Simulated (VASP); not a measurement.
# NaCl (Fm-3m) in VASP: notebook

NaCl is run at these levels: PBEsol; tasks: single point.

Program: VASP 6.6.1. These are calculated values, not measurements. Logs are shortened: lines on timing, memory, paths and dates and some standing lists are left out, and cuts for length are marked.

### 1 The cell of the first run

Symmetry: Fm-3m, No. 225, cubic system. The conventional cell has a = 5.602 Å, b = 5.602 Å, c = 5.602 Å, α = 90.00°, β = 90.00°, γ = 90.00°. Na (site symmetry m-3m) has 6 Cl at 2.80 Å within 3.7 Å. Within 3.7 Å of Cl (site symmetry m-3m) lie 6 Na at 2.80 Å.

### 2 Single point, PBEsol

The input, INCAR:

```
ALGO = Normal
EDIFF = 1E-6
ENCUT = 520
GGA = PS
ISIF = 2
ISMEAR = 0
LASPH = True
LCHARG = True
LELF = True
LREAL = False
LVHAR = True
LWAVE = False
NBANDS = 14
NELM = 60
PREC = Accurate
SIGMA = 0.01
```

The input, KPOINTS:

```
k-points
0
Gamma
  8 8 8
```

The input, POSCAR:

```
NaCl
1.0
    0.0000000000      2.8009525376      2.8009525376
    2.8009525376      0.0000000000      2.8009525376
    2.8009525376      2.8009525376      0.0000000000
Na Cl
1 1
Direct
    0.0000000000      0.0000000000      0.0000000000
    0.5000000000      0.5000000000      0.5000000000
```

Potentials or basis: VASP PAW PBE potentials, release 64 (Na_pv, Cl).

Command:

```sh
$ cat potpaw_PBE.64/Na_pv/POTCAR potpaw_PBE.64/Cl/POTCAR > POTCAR
$ mpirun -np 1 vasp_std > vasp.out
```

OUTCAR:

```text
EDIFF = 1E-6
   ENCUT = 520
   GGA = PS
   ISIF = 2
   ISMEAR = 0
   LASPH = True
   LREAL = False
   NELM = 60
   PREC = Accurate

 ion  position               nearest neighbor table
   1  0.000  0.000  0.000-
   2  0.500  0.500  0.500-

  LATTYP: Found a face centered cubic cell.
 ALAT       =     5.6019050752

  Lattice vectors:

 A1 = (   0.0000000000,   2.8009525376,   2.8009525376)
 A2 = (   2.8009525376,   0.0000000000,   2.8009525376)
 A3 = (   2.8009525376,   2.8009525376,   0.0000000000)

Analysis of symmetry for initial positions (statically):
=====================================================================
 Subroutine PRICEL returns:
 Original cell was already a primitive cell.

 Routine SETGRP: Setting up the symmetry group for a
 face centered cubic supercell.

 Subroutine GETGRP returns: Found 48 space group operations
 (whereof 48 operations were pure point group operations)
 out of a pool of 48 trial point group operations.

The static configuration has the point symmetry O_h .

Analysis of symmetry for dynamics (positions and initial velocities):
=====================================================================
 Subroutine PRICEL returns:
 Original cell was already a primitive cell.

 Routine SETGRP: Setting up the symmetry group for a
 face centered cubic supercell.

 Subroutine GETGRP returns: Found 48 space group operations
 (whereof 48 operations were pure point group operations)
 out of a pool of 48 trial point group operations.

The dynamic configuration has the point symmetry O_h .

 Subroutine INISYM returns: Found 48 space group operations
 (whereof 48 operations are pure point group operations),
 and found     1 'primitive' translations

----------------------------------------------------------------------------------------

                                     Primitive cell

  volume of cell :      43.9488

  direct lattice vectors                    reciprocal lattice vectors
     0.000000000  2.800952538  2.800952538    -0.178510701  0.178510701  0.178510701
     2.800952538  0.000000000  2.800952538     0.178510701 -0.178510701  0.178510701
     2.800952538  2.800952538  0.000000000     0.178510701  0.178510701 -0.178510701

  length of vectors
     3.961145066  3.961145066  3.961145066     0.309189603  0.309189603  0.309189603

  position of ions in fractional coordinates (direct lattice)
     0.000000000  0.000000000  0.000000000
     0.500000000  0.500000000  0.500000000

  ion indices of the primitive-cell ions
   primitive index   ion index
                 1           1
                 2           2

----------------------------------------------------------------------------------------

 KPOINTS: k-points

Automatic generation of k-mesh.
 Grid dimensions read from file:
 generate k-points for:    8    8    8

 Generating k-lattice:

  Cartesian coordinates                     Fractional coordinates (reciprocal lattice)
    -0.022313838  0.022313838  0.022313838     0.125000000  0.000000000  0.000000000
     0.022313838 -0.022313838  0.022313838     0.000000000  0.125000000  0.000000000
     0.022313838  0.022313838 -0.022313838     0.000000000  0.000000000  0.125000000

  Length of vectors
     0.038648700  0.038648700  0.038648700

  Shift w.r.t. Gamma in fractional coordinates (k-lattice)
     0.000000000  0.000000000  0.000000000

 Subroutine IBZKPT returns following result:
 ===========================================

 Found     29 irreducible k-points:

 Following reciprocal coordinates:
            Coordinates               Weight
  0.000000  0.000000  0.000000      1.000000
  0.125000  0.000000  0.000000      8.000000
  0.250000  0.000000  0.000000      8.000000
  0.375000  0.000000  0.000000      8.000000
  0.500000  0.000000  0.000000      4.000000
  0.125000  0.125000  0.000000      6.000000
[... 16 lines left out ...]
  0.500000  0.250000  0.125000     48.000000
 -0.375000  0.250000  0.125000     24.000000
 [... further k-points ...]
   k-points           NKPTS =     29   k-points in BZ     NKDIM =     29   number of bands    NBANDS=     14
   number of dos      NEDOS =    301   number of ions     NIONS =      2
   total plane-waves  NPLWV =  27000
   dimension x,y,z NGX =    30 NGY =   30 NGZ =   30
   dimension x,y,z NGXF=    60 NGYF=   60 NGZF=   60
   ions per type =               1   1
   NGX,Y,Z   is equivalent  to a cutoff of  12.59, 12.59, 12.59 a.u.
   NGXF,Y,Z  is equivalent  to a cutoff of  25.18, 25.18, 25.18 a.u.
 SYSTEM =  unknown system
   PREC   = accura    normal or accurate (medium, high low for compatibility)
   ISTART =      0    job   : 0-new  1-cont  2-samecut
   ICHARG =      2    charge: 1-file 2-atom 10-const
   ISPIN  =      1    spin polarized calculation?
   LNONCOLLINEAR =      F non collinear calculations
   LSORBIT =      F    spin-orbit coupling
   LASPH  =      T    aspherical Exc in radial PAW
   ENCUT  =  520.0 eV  38.22 Ry    6.18 a.u.   7.37  7.37  7.37*2*pi/ulx,y,z
   NELM   =     60;   NELMIN=  2; NELMDL= -5     # of ELM steps
   EDIFF  = 0.1E-05   stopping-criterion for ELM
   LREAL  =      F    real-space projection
   EDIFFG = 0.1E-04   stopping-criterion for IOM
   NSW    =      0    number of steps for IOM
   IBRION =     -1    ionic relax: 0-MD 1-quasi-New 2-CG
   NFREE  =      0    steps in history (QN), initial steepest desc. (CG)
   ISIF   =      2    stress and relaxation
   ISYM   =      2    0-nonsym 1-usesym 2-fastsym
   POTIM  = 0.5000    time-step for ionic-motion
   TEBEG  =    0.0;   TEEND  =   0.0 temperature during run
   PSTRESS=    0.0 pullay stress
   NELECT =      14.0000    total number of electrons
   NUPDOWN=      -1.0000    fix difference up-down
   EMIN   =  10.00;   EMAX   =-10.00  energy-range for DOS
   EFERMI =   0.00;   METHOD = LEGACY
   ISMEAR =     0;   SIGMA  =   0.01  broadening in eV -4-tet -1-fermi 0-gaus
   EFERMI_NEDOS =   21; number of points for ismear=-14 and -15
   IALGO  =     38    algorithm
   IMIX   =      4    mixing-type and parameters
     AMIX     =   0.40;   BMIX     =  1.00
     AMIX_MAG =   1.60;   BMIX_MAG =  1.00
  volume/ion in A,a.u.               =      21.97       148.29
  Fermi-wavevector in a.u.,A,eV,Ry     =   1.118069  2.112843 17.008334  1.250077
  Thomas-Fermi vector in A             =   2.254697
   LORBIT       =      0    0 simple, 1 ext, 2 COOP (PROOUT), +10 PAW based schemes
   GGA     = PS    functional components
   LHFCALC =     F    Hartree Fock is set to
   AEXX    =    0.0000 exact exchange contribution
   IVDW    =     0    specifies the selected vdW correction
   LEPSILON=     F    determine dielectric tensor
   LRPA    =     F    only Hartree local field effects (RPA)
 non-spin polarized calculation
 Gauss-broadening in eV      SIGMA  =   0.01
  energy-cutoff  :      520.00
  volume of cell :       43.95
 maximum number of plane-waves:      1243
 NGX is ok and might be reduce to    30
   NGX = 15   NGY = 15   NGZ = 15

 number of electron      14.0000004 magnetization

 Free energy of the ion-electron system (eV)
  ---------------------------------------------------
  ext. energy  EPLUGINS =         0.00000000
  ---------------------------------------------------
  free energy    TOTEN  =        -6.99828112 eV

  energy without entropy =       -6.99828112  energy(sigma->0) =       -6.99828112

 E-fermi :  -0.5593     XC(G=0):  -8.4234

 val. band max:       -0.6664879972   @ k =   0.0000   0.0000   0.0000
 cond. band min:       4.3403128550   @ k =   0.0000   0.0000   0.0000
 fundamental gap:      5.0068008522
 Fermi energy:        -0.5592947319

 k-point     1 :       0.0000    0.0000    0.0000
  band No.  band energies     occupation
      1     -21.2802      2.00000
      2     -21.2802      2.00000
      3     -21.2802      2.00000
      4     -13.3580      2.00000
      5      -0.6665      2.00000
      6      -0.6665      2.00000
      7      -0.6665      2.00000
      8       4.3403      0.00000
      9      10.3503      0.00000
     10      10.3503      0.00000
     11      10.3503      0.00000
     12      12.5979      0.00000
     13      12.5979      0.00000
     14      14.0045      0.00000

 k-point     2 :       0.1250    0.0000    0.0000
  band No.  band energies     occupation
      1     -21.2852      2.00000
      2     -21.2805      2.00000
      3     -21.2805      2.00000
      4     -13.3068      2.00000
      5      -1.0600      2.00000
      6      -0.7099      2.00000
      7      -0.7099      2.00000
      8       4.8532      0.00000
      9       9.7847      0.00000
     10      10.5495      0.00000
     11      10.5495      0.00000
     12      12.3326      0.00000
     13      12.3326      0.00000
     14      14.9844      0.00000

 k-point     3 :       0.2500    0.0000    0.0000
  band No.  band energies     occupation
      1     -21.2972      2.00000
      2     -21.2814      2.00000
      3     -21.2814      2.00000
      4     -13.1797      2.00000
      5      -1.8300      2.00000
      6      -0.8113      2.00000
      7      -0.8113      2.00000
      8       5.8311      0.00000
      9       9.2370      0.00000
     10      10.6590      0.00000
     11      10.6590      0.00000
     12      12.5417      0.00000
     13      12.5417      0.00000
     14      14.9588      0.00000

 k-point     4 :       0.3750    0.0000    0.0000
  band No.  band energies     occupation
      1     -21.3090      2.00000
      2     -21.2822      2.00000
      3     -21.2822      2.00000
      4     -13.0469      2.00000
      5      -2.4631      2.00000
      6      -0.9083      2.00000
      7      -0.9083      2.00000
      8       6.3685      0.00000
      9       9.5601      0.00000
     10      10.3808      0.00000
     11      10.3808      0.00000
     12      13.9170      0.00000
     13      13.9170      0.00000
     14      14.4330      0.00000

 k-point     5 :       0.5000    0.0000    0.0000
  band No.  band energies     occupation
      1     -21.3139      2.00000
      2     -21.2826      2.00000
      3     -21.2826      2.00000
      4     -12.9901      2.00000
      5      -2.7011      2.00000
      6      -0.9472      2.00000
      7      -0.9472      2.00000
      8       6.4441      0.00000
      9       9.9948      0.00000
     10      10.2436      0.00000
     11      10.2436      0.00000
[... 276 lines left out ...]
 k-point    22 :       0.3750    0.2500    0.1250
  band No.  band energies     occupation
      1     -21.2989      2.00000
      2     -21.2864      2.00000
      3     -21.2828      2.00000
      4     -13.0969      2.00000
      5      -1.9866      2.00000
      6      -1.1611      2.00000
      7      -0.9339      2.00000
      8       6.7178      0.00000
      9       8.5371      0.00000
     10       9.8355      0.00000
     11      11.4952      0.00000
     12      11.8559      0.00000
     13      14.1064      0.00000
     14      17.3945      0.00000

 k-point    23 :       0.5000    0.2500    0.1250
  band No.  band energies     occupation
      1     -21.3047      2.00000
      2     -21.2889      2.00000
      3     -21.2842      2.00000
      4     -12.9980      2.00000
      5      -2.2914      2.00000
      6      -1.3954      2.00000
      7      -1.0474      2.00000
      8       7.4095      0.00000
      9       8.8297      0.00000
     10       9.2083      0.00000
     11      11.2195      0.00000
     12      13.0370      0.00000
     13      15.4197      0.00000
     14      15.9396      0.00000

 k-point    24 :      -0.3750    0.2500    0.1250
  band No.  band energies     occupation
      1     -21.3072      2.00000
      2     -21.2894      2.00000
      3     -21.2851      2.00000
      4     -12.9562      2.00000
      5      -2.4141      2.00000
      6      -1.4784      2.00000
      7      -1.1034      2.00000
      8       7.5307      0.00000
      9       8.8751      0.00000
     10       9.5118      0.00000
     11      11.0313      0.00000
     12      13.6606      0.00000
     13      14.9762      0.00000
     14      16.0566      0.00000

 [... further k-points ...]

------------------------ aborting loop because EDIFF is reached ----------------------------------------

  FORCE on cell =-STRESS in cart. coord.  units (eV):
  Direction    XX          YY          ZZ          XY          YZ          ZX
  --------------------------------------------------------------------------------------
  -------------------------------------------------------------------------------------
  Total        0.0062277      0.0062277      0.0062277      0.0000000     -0.0000000     -0.0000000
  in kB        0.2270342      0.2270342      0.2270342      0.0000000     -0.0000000     -0.0000000
  external PRESSURE =       0.2270342 kB  Pullay stress =       0.0000000 kB

 VOLUME and BASIS-vectors are now :
 -----------------------------------------------------------------------------
  energy-cutoff  :      520.00
  volume of cell :       43.95
      direct lattice vectors                 reciprocal lattice vectors
     0.000000000  2.800952538  2.800952538    -0.178510701  0.178510701  0.178510701
     2.800952538  0.000000000  2.800952538     0.178510701 -0.178510701  0.178510701
     2.800952538  2.800952538  0.000000000     0.178510701  0.178510701 -0.178510701

 POSITION                                       TOTAL-FORCE (eV/Angst)
 -----------------------------------------------------------------------------------
      0.00000      0.00000      0.00000         0.000000      0.000000     -0.000000
      2.80095      2.80095      2.80095        -0.000000     -0.000000      0.000000
 -----------------------------------------------------------------------------------
    total drift:                               -0.000000      0.000000      0.000000

  FREE ENERGIE OF THE ION-ELECTRON SYSTEM (eV)
  ---------------------------------------------------
  free  energy   TOTEN  =        -6.9982811201 eV

  energy  without entropy=       -6.9982811201  energy(sigma->0) =       -6.99828112
```

Run time: 19 s. Hardware: 1 thread of Intel Xeon Platinum 8488C (Sapphire Rapids), shared host; peak memory 0.16 GiB.

Results:

```yaml
Free_energy: -6.9983 eV
Pressure: 0.0 GPa
Band_gap_on_the_k_mesh: 5.01 eV
```

Caveat: the PAW data sets were made with another functional, which shifts forces and pressure a little. Expect the measured gap to be larger: semilocal functionals such as PBEsol lack the derivative discontinuity.

(Part 1 of 2 ends here.)
